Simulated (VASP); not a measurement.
# ZnCd2Te2 in VASP: notebook

The runs below take ZnCd2Te2 through relaxation of the atoms, with PBE.

Program: VASP 6.6.1. These are calculated values, not measurements. Logs are shortened: lines on timing, memory, paths and dates and some standing lists are left out, and cuts for length are marked.

### Step 1. The cell of the first run

The cell holds a slab with vacuum, 5 atoms: a = 4.679 Å, b = 4.679 Å, c = 20.081 Å, α = 90.00°, β = 90.00°, γ = 120.00°.

### Step 2. Relaxation of the atoms, PBE

INCAR

```
SYSTEM = ZnCd2Te2
PREC = Accurate ; ENCUT = 520
EDIFF = 1E-7 ; ISMEAR = 0
SIGMA = 0.05 ; LREAL = .False.
LASPH = .True. ; NELM = 60
ALGO = Normal ; ISIF = 2
LWAVE = .False. ; LCHARG = .False.
LDIPOL = .True. ; IDIPOL = 3
DIPOL = 0.5 0.5 0.369 ; GGA = PE
IBRION = 2 ; NSW = 36
EDIFFG = -0.025 ; KPAR = 4
```

KPOINTS

```
regular mesh
0
Gamma
  6 6 1
  0 0 0
```

POSCAR

```
ZnCd2Te2
1.0
    4.6794578583      0.0000000000      0.0000000000
   -2.3397289292      4.0525293813      0.0000000000
    0.0000000000      0.0000000000     20.0807280860
Te Cd Zn
2 2 1
Selective dynamics
Direct
    0.0000000000      0.0000000000      0.1991959646  F F F
    0.3333333333      0.6666666667      0.4037116126  F F F
    0.3333333333      0.6666666667      0.2467634796  F F F
    0.6666666667      0.3333333333      0.4273116019  F F F
    0.6666666667      1.2222222222      0.5704880034  F F T
```

Potentials or basis: VASP PAW PBE potentials, release 64 (Te, Cd, Zn).

On the command line:

```console
cat potpaw_PBE.64/Te/POTCAR potpaw_PBE.64/Cd/POTCAR potpaw_PBE.64/Zn/POTCAR > POTCAR
mpirun -np 4 vasp_std > vasp.out
```

OUTCAR:

```text
SYSTEM = ZnCd2Te2
   PREC = Accurate
   ENCUT = 520
   EDIFF = 1E-7
   ISMEAR = 0
   LREAL = .False.
   LASPH = .True.
   NELM = 60
   ISIF = 2
   GGA = PE
   IBRION = 2
   NSW = 36
   EDIFFG = -0.025

 ion  position               nearest neighbor table
   1  0.000  0.000  0.199-   3 2.87   3 2.87   3 2.87
   2  0.333  0.667  0.404-   4 2.74   4 2.74   4 2.74   3 3.15
   3  0.333  0.667  0.247-   1 2.87   1 2.87   1 2.87   2 3.15
   4  0.667  0.333  0.427-   2 2.74   2 2.74   2 2.74   5 2.92
   5  0.667  0.222  0.570-   4 2.92

  LATTYP: Found a hexagonal cell.
 ALAT       =     4.6794578583
 C/A-ratio  =     4.2912509727

  Lattice vectors:

 A1 = (   4.6794578583,   0.0000000000,   0.0000000000)
 A2 = (  -2.3397289292,   4.0525293813,   0.0000000000)
 A3 = (   0.0000000000,   0.0000000000,  20.0807280860)

Analysis of symmetry for initial positions (statically):
=====================================================================
 Subroutine PRICEL returns:
 Original cell was already a primitive cell.

 Routine SETGRP: Setting up the symmetry group for a
 hexagonal supercell.

 Subroutine GETGRP returns: Found  1 space group operations
 (whereof  1 operations were pure point group operations)
 out of a pool of 24 trial point group operations.

The static configuration has the point symmetry C_1 .

Analysis of symmetry for dynamics (positions and initial velocities):
=====================================================================
 Subroutine PRICEL returns:
 Original cell was already a primitive cell.

 Routine SETGRP: Setting up the symmetry group for a
 hexagonal supercell.

 Subroutine GETGRP returns: Found  1 space group operations
 (whereof  1 operations were pure point group operations)
 out of a pool of 24 trial point group operations.

The dynamic configuration has the point symmetry C_1 .

Analysis of constrained symmetry for selective dynamics:
=====================================================================
 Subroutine PRICEL returns:
 Original cell was already a primitive cell.

 Routine SETGRP: Setting up the symmetry group for a
 hexagonal supercell.

 Subroutine GETGRP returns: Found  1 space group operations
 (whereof  1 operations were pure point group operations)
 out of a pool of 24 trial point group operations.

The constrained configuration has the point symmetry C_1 .

 Subroutine INISYM returns: Found  1 space group operations
 (whereof  1 operations are pure point group operations),
 and found     1 'primitive' translations

----------------------------------------------------------------------------------------

                                     Primitive cell

  volume of cell :     380.8037

  direct lattice vectors                    reciprocal lattice vectors
     4.679457858  0.000000000  0.000000000     0.213699969  0.123379735  0.000000000
    -2.339728929  4.052529381  0.000000000     0.000000000  0.246759469  0.000000000
     0.000000000  0.000000000 20.080728086     0.000000000  0.000000000  0.049798991

  length of vectors
     4.679457858  4.679457858 20.080728086     0.246759469  0.246759469  0.049798991

  position of ions in fractional coordinates (direct lattice)
     0.000000000  0.000000000  0.199195965
     0.333333333  0.666666667  0.403711613
     0.333333333  0.666666667  0.246763480
     0.666666667  0.333333333  0.427311602
     0.666666667  0.222222222  0.570488003

  ion indices of the primitive-cell ions
   primitive index   ion index
                 1           1
                 2           2
                 3           3
                 4           4
                 5           5

----------------------------------------------------------------------------------------

 KPOINTS: regular mesh

Automatic generation of k-mesh.
 Grid dimensions read from file:
 generate k-points for:    6    6    1

 Generating k-lattice:

  Cartesian coordinates                     Fractional coordinates (reciprocal lattice)
     0.035616662  0.020563289  0.000000000     0.166666667  0.000000000  0.000000000
     0.000000000  0.041126578  0.000000000     0.000000000  0.166666667  0.000000000
     0.000000000  0.000000000  0.049798991     0.000000000  0.000000000  1.000000000

  Length of vectors
     0.041126578  0.041126578  0.049798991

  Shift w.r.t. Gamma in fractional coordinates (k-lattice)
     0.000000000  0.000000000  0.000000000

 Subroutine IBZKPT returns following result:
 ===========================================

 Found     20 irreducible k-points:

 Following reciprocal coordinates:
            Coordinates               Weight
  0.000000  0.000000  0.000000      1.000000
  0.166667  0.000000  0.000000      2.000000
  0.000000  0.166667  0.000000      2.000000
 -0.166667  0.166667  0.000000      2.000000
  0.333333  0.000000  0.000000      2.000000
  0.000000  0.333333  0.000000      2.000000
[... 12 lines left out ...]
  0.500000 -0.166667  0.000000      2.000000
  0.333333  0.333333  0.000000      2.000000
   k-points           NKPTS =     20   k-points in BZ     NKDIM =     20   number of bands    NBANDS=     28
   number of dos      NEDOS =    301   number of ions     NIONS =      5
   total plane-waves  NPLWV = 194400
   dimension x,y,z NGX =    36 NGY =   36 NGZ =  150
   dimension x,y,z NGXF=    72 NGYF=   72 NGZF=  300
   ions per type =               2   2   1
   NGX,Y,Z   is equivalent  to a cutoff of  12.79, 12.79, 12.42 a.u.
   NGXF,Y,Z  is equivalent  to a cutoff of  25.58, 25.58, 24.84 a.u.
 SYSTEM =  ZnCd2Te2
   PREC   = accura    normal or accurate (medium, high low for compatibility)
   ISTART =      0    job   : 0-new  1-cont  2-samecut
   ICHARG =      2    charge: 1-file 2-atom 10-const
   ISPIN  =      1    spin polarized calculation?
   LNONCOLLINEAR =      F non collinear calculations
   LSORBIT =      F    spin-orbit coupling
   LASPH  =      T    aspherical Exc in radial PAW
   ENCUT  =  520.0 eV  38.22 Ry    6.18 a.u.   8.70  8.70 37.34*2*pi/ulx,y,z
   NELM   =     60;   NELMIN=  2; NELMDL= -5     # of ELM steps
   EDIFF  = 0.1E-06   stopping-criterion for ELM
   LREAL  =      F    real-space projection
   EDIFFG = -.3E-01   stopping-criterion for IOM
   NSW    =     36    number of steps for IOM
   IBRION =      2    ionic relax: 0-MD 1-quasi-New 2-CG
   NFREE  =      1    steps in history (QN), initial steepest desc. (CG)
   ISIF   =      2    stress and relaxation
   ISYM   =      2    0-nonsym 1-usesym 2-fastsym
   POTIM  = 0.5000    time-step for ionic-motion
   TEBEG  =    0.0;   TEEND  =   0.0 temperature during run
   PSTRESS=    0.0 pullay stress
   NELECT =      48.0000    total number of electrons
   NUPDOWN=      -1.0000    fix difference up-down
   EMIN   =  10.00;   EMAX   =-10.00  energy-range for DOS
   EFERMI =   0.00;   METHOD = LEGACY
   ISMEAR =     0;   SIGMA  =   0.05  broadening in eV -4-tet -1-fermi 0-gaus
   EFERMI_NEDOS =   21; number of points for ismear=-14 and -15
   IALGO  =     38    algorithm
   IMIX   =      4    mixing-type and parameters
     AMIX     =   0.40;   BMIX     =  1.00
     AMIX_MAG =   1.60;   BMIX_MAG =  1.00
  volume/ion in A,a.u.               =      76.16       513.96
  Fermi-wavevector in a.u.,A,eV,Ry     =   0.820833  1.551150  9.167156  0.673767
  Thomas-Fermi vector in A             =   1.931885
   LORBIT       =      0    0 simple, 1 ext, 2 COOP (PROOUT), +10 PAW based schemes
   GGA     = PE    functional components
   LHFCALC =     F    Hartree Fock is set to
   AEXX    =    0.0000 exact exchange contribution
   IVDW    =     0    specifies the selected vdW correction
   LEPSILON=     F    determine dielectric tensor
   LRPA    =     F    only Hartree local field effects (RPA)
 conjugate gradient relaxation of ions
 non-spin polarized calculation
 Gauss-broadening in eV      SIGMA  =   0.05
  energy-cutoff  :      520.00
  volume of cell :      380.80
 maximum number of plane-waves:     10277
   NGX = 17   NGY = 17   NGZ = 75

 number of electron      47.9999998 magnetization

 dipolmoment           0.000000      0.000000     -0.279253 electrons x Angstroem

 Free energy of the ion-electron system (eV)
  ---------------------------------------------------
  ext. energy  EPLUGINS =         0.00000000
  ---------------------------------------------------
  free energy    TOTEN  =        -8.92120629 eV

  energy without entropy =       -8.91963909  energy(sigma->0) =       -8.92042269

 E-fermi :  -1.3680     XC(G=0):  -4.5209

 val. band max:       -1.3680058898   @ k =   0.0000   0.0000   0.0000
 cond. band min:      -1.3679155198   @ k =   0.0000   0.0000   0.0000
 fundamental gap:      0.0000903701
 Fermi energy:        -1.3679607047

 k-point     1 :       0.0000    0.0000    0.0000
  band No.  band energies     occupation
      1     -13.6579      2.00000
      2     -11.5482      2.00000
      3     -11.1528      2.00000
      4     -11.1499      2.00000
      5     -10.8729      2.00000
      6     -10.8624      2.00000
[... 20 lines left out ...]
     27       0.4389      0.00000
     28       1.8241      0.00000

 k-point     2 :       0.1667    0.0000    0.0000
  band No.  band energies     occupation
      1     -13.5849      2.00000
      2     -11.4923      2.00000
      3     -11.1218      2.00000
      4     -11.1173      2.00000
      5     -10.8790      2.00000
      6     -10.8699      2.00000
[... 20 lines left out ...]
     27       1.0066      0.00000
     28       1.3952      0.00000

 k-point     3 :       0.0000    0.1667    0.0000
  band No.  band energies     occupation
      1     -13.5847      2.00000
      2     -11.4923      2.00000
      3     -11.1213      2.00000
      4     -11.1187      2.00000
      5     -10.8847      2.00000
      6     -10.8635      2.00000
[... 492 lines left out ...]
      3     -11.0380      2.00000
      4     -10.9952      2.00000
      5     -10.9059      2.00000
      6     -10.8763      2.00000
[... 20 lines left out ...]
     27       0.9415      0.00000
     28       1.0881      0.00000

 k-point    20 :       0.3333    0.3333    0.0000
  band No.  band energies     occupation
      1     -13.3336      2.00000
      2     -11.3100      2.00000
      3     -11.0130      2.00000
      4     -10.9992      2.00000
      5     -10.9079      2.00000
      6     -10.8799      2.00000
[... 20 lines left out ...]
     27       0.1413      0.00000
     28       1.6667      0.00000

------------------------ aborting loop because EDIFF is reached ----------------------------------------

 vacuum level on the upper side and lower side of the slab       (xc-potential included)        -1.466         1.184

  FORCE on cell =-STRESS in cart. coord.  units (eV):
  Direction    XX          YY          ZZ          XY          YZ          ZX
  --------------------------------------------------------------------------------------
  -------------------------------------------------------------------------------------
  Total        0.4053765      0.5944351     -0.3059720      0.0628712      0.1468259     -0.0608704
  in kB        1.7055639      2.5010008     -1.2873335      0.2645214      0.6177491     -0.2561037
  external PRESSURE =       0.9730770 kB  Pullay stress =       0.0000000 kB

 VOLUME and BASIS-vectors are now :
 -----------------------------------------------------------------------------
  energy-cutoff  :      520.00
  volume of cell :      380.80
      direct lattice vectors                 reciprocal lattice vectors
     4.679457858  0.000000000  0.000000000     0.213699969  0.123379735  0.000000000
    -2.339728929  4.052529381  0.000000000     0.000000000  0.246759469  0.000000000
     0.000000000  0.000000000 20.080728086     0.000000000  0.000000000  0.049798991

 POSITION                                       TOTAL-FORCE (eV/Angst)
 -----------------------------------------------------------------------------------
      0.00000      0.00000      4.00000         0.003251     -0.006411      0.433292
     -0.00000      2.70169      8.10682         0.020109     -0.054129     -0.253801
     -0.00000      2.70169      4.95519        -0.000596      0.000517     -0.412454
      2.33973      1.35084      8.58073        -0.009362      0.027618      0.217147
      2.59970      0.90056     11.45581        -0.013403      0.032405      0.015817
 -----------------------------------------------------------------------------------
    total drift:                                0.000005      0.000216     -0.001257

  FREE ENERGIE OF THE ION-ELECTRON SYSTEM (eV)
  ---------------------------------------------------
  free  energy   TOTEN  =        -8.9212062853 eV

  energy  without entropy=       -8.9196390932  energy(sigma->0) =       -8.92042269

 reached required accuracy - stopping structural energy minimisation

 vacuum level on the upper side and lower side of the slab         1.512         4.234
```

It took 2.5 min on 4 MPI ranks of AMD EPYC 7R43 (Zen 3), shared host; peak memory 0.57 GiB.

Results:

```yaml
Free_energy: -8.9212 eV
Band_gap_on_the_k_mesh: zero (filled and empty bands touch)
```

Final structure:
```
Te Cd Zn
1.0
     4.67946    0.00000    0.00000
    -2.33973    4.05253    0.00000
     0.00000    0.00000   20.08073
Te Cd Zn
2 2 1
Direct
  0.00000 0.00000 0.19920
  0.33333 0.66667 0.40371
  0.33333 0.66667 0.24676
  0.66667 0.33333 0.42731
  0.66667 0.22222 0.57049
```

Caveat: the relaxation stopped at its first step, so nothing moved; spin-orbit coupling is left out, which moves the levels of the heavy elements.

### Step 3. Relaxation of the atoms, PBE

INCAR

```
  PREC = Accurate
  ENCUT = 520
  EDIFF = 1E-6
  ISMEAR = 0
  SIGMA = 0.05
  LREAL = F
  LASPH = T
  NELM = 60
  ALGO = Normal
  ISIF = 2
  LWAVE = F
  LCHARG = F
  LDIPOL = T
  IDIPOL = 3
  DIPOL = 0.5 0.5 0.370
  GGA = PE
  IBRION = 2
  NSW = 36
  EDIFFG = -0.025
  KPAR = 4
```

KPOINTS

```
regular mesh
0
Gamma
  6 6 1
```

POSCAR: that of step 2 with these lines changed.

```diff
@@ -13,2 +13,2 @@
     0.6666666667      0.3333333333      0.4273116019  F F F
-    0.6666666667      1.2222222222      0.5704880034  F F T
+    1.3333333333      0.5555555556      0.5707326964  F F T
```

Potentials or basis: VASP PAW PBE potentials, release 64 (Te, Cd, Zn).

On the command line:

```console
cat potpaw_PBE.64/Te/POTCAR potpaw_PBE.64/Cd/POTCAR potpaw_PBE.64/Zn/POTCAR > POTCAR
mpirun -np 4 vasp_std > vasp.out
```

Run time: 4.6 min. Hardware: 4 MPI ranks of Intel Xeon Platinum 8375C at 2.90GHz (Ice Lake), shared host; peak memory 0.65 GiB.

Results (log left out):

```yaml
Free_energy: -8.7833 eV
Energy_gained_by_relaxing: 13.9 meV/atom
Ionic_steps: 6
Band_gap_on_the_k_mesh: zero (filled and empty bands touch)
```

The path:
```
step  energy change (eV)  largest force on free atoms (eV/Å)  pressure (GPa)
   1              0.0000                              0.2676            0.18
   2             -0.0034                              0.2594            0.16
   3             -0.0129                              0.2317            0.15
   4             -0.0289                              0.1816            0.13
   5             -0.0511                              0.1080            0.09
   6             -0.0696                              0.0222            0.07
```

Final structure:
```xyz
5
Lattice="4.6795 0.0000 0.0000 -2.3397 4.0525 0.0000 0.0000 0.0000 20.0807" Properties=species:S:1:pos:R:3 pbc="T T T"
Te    0.0000    0.0000    4.0000
Te    0.0000    2.7017    8.1068
Cd    0.0000    2.7017    4.9552
Cd    2.3397    1.3508    8.5807
Zn    0.2600    2.2514   12.0545
```

Levels at points of the mesh, in eV from the Fermi level:
| k point | band 22 | band 23 | band 24 | band 25 | band 26 | band 27 |
| --- | --- | --- | --- | --- | --- | --- |
| (0.00, 0.00, 0.00) | -1.44 | -0.32 | 0.00 | 0.00 | 1.37 | 1.93 |
| (0.50, 0.00, 0.00) | -1.91 | -0.88 | -0.73 | 0.56 | 1.08 | 2.14 |
| (0.00, 0.50, 0.00) | -1.92 | -0.88 | -0.71 | 0.67 | 1.02 | 2.00 |
| (0.50, 0.50, 0.00) | -1.93 | -0.88 | -0.74 | 0.52 | 1.14 | 2.24 |

Caveat: spin-orbit coupling is left out, which moves the levels of the heavy elements.

### Step 4. Relaxation of the atoms, PBE

INCAR

```
SYSTEM = ZnCd2Te2
PREC = Accurate
ENCUT = 520
EDIFF = 1E-6
ISMEAR = 0
SIGMA = 0.05
LREAL = .FALSE.
LASPH = .TRUE.
NELM = 100
ALGO = Normal
ISIF = 2
LWAVE = .FALSE.
LCHARG = .FALSE.
LDIPOL = .TRUE.
IDIPOL = 3
DIPOL = 0.5 0.5 0.368
GGA = PE
IBRION = 2
NSW = 36
EDIFFG = -0.025
KPAR = 4
```

KPOINTS

```
Automatic mesh
0
G
  6 6 1
  0 0 0
```

POSCAR: that of step 3 with these lines changed.

```diff
@@ -13,2 +13,2 @@
     0.6666666667      0.3333333333      0.4273116019  F F F
-    1.3333333333      0.5555555556      0.5707326964  F F T
+    1.1111111111      0.4444444444      0.5627648578  F F T
```

On the command line:

```console
cat potpaw_PBE.64/Te/POTCAR potpaw_PBE.64/Cd/POTCAR potpaw_PBE.64/Zn/POTCAR > POTCAR
mpirun -np 4 vasp_std > vasp.out
```

Wall time 3.8 min (4 MPI ranks of AMD EPYC 7R13 (Zen 3), shared host); peak memory 0.63 GiB.

Results (log left out):

| Property | Result |
| --- | --- |
| Free energy | -8.8005 eV |
| Energy gained by relaxing | 10.0 meV/atom |
| Ionic steps | 6 |
| Band gap on the k mesh | zero (filled and empty bands touch) |

Step by step:
```
step  energy change (eV)  largest force on free atoms (eV/Å)  pressure (GPa)
   1              0.0000                              0.2244            0.17
   2             -0.0024                              0.2157            0.16
   3             -0.0090                              0.1943            0.16
   4             -0.0203                              0.1555            0.13
   5             -0.0363                              0.0935            0.09
   6             -0.0498                              0.0162            0.05
```

Final structure:
```
CELL_PARAMETERS angstrom
4.67946 0.00000 0.00000
-2.33973 4.05253 0.00000
0.00000 0.00000 20.08073
ATOMIC_POSITIONS crystal
Te 0.00000 0.00000 0.19920
Te 0.33333 0.66667 0.40371
Cd 0.33333 0.66667 0.24676
Cd 0.66667 0.33333 0.42731
Zn 0.11111 0.44444 0.58756
```

Levels at points of the mesh, in eV from the Fermi level:
```
           k point  band 21  band 22  band 23  band 24  band 25  band 26  band 27  band 28
(0.00, 0.00, 0.00)    -1.88    -1.40    -0.32     0.00     0.00     1.39     1.98     3.47
(0.50, 0.00, 0.00)    -2.68    -1.98    -0.88    -0.75     0.43     1.20     2.07     2.38
(0.00, 0.50, 0.00)    -2.73    -1.94    -0.88    -0.70     0.76     0.93     1.87     2.57
(0.50, 0.50, 0.00)    -2.75    -1.85    -0.88    -0.72     0.44     1.04     2.19     2.53
```

Caveat: spin-orbit coupling is left out, which moves the levels of the heavy elements.

### Step 5. The runs side by side

```csv
cell,gap on the mesh (eV)
"atoms relaxed, atomic positions A",none
"atoms relaxed, atomic positions B",none
"atoms relaxed, atomic positions C",none
```

Alike in all rows: task relaxation of the atoms; level PBE; potentials or basis VASP PAW PBE potentials, release 64 (Te, Cd, Zn); no spin polarisation; k mesh 6 × 6 × 1; cutoff (eV) 520; smearing gaussian 0.05 eV.

Caveats: spin-orbit coupling is left out, which moves the levels of the heavy elements; the relaxation stopped at its first step, so nothing moved (at least some runs).

Total energies depend on the potentials used, so only differences within one code and one set of settings carry meaning.
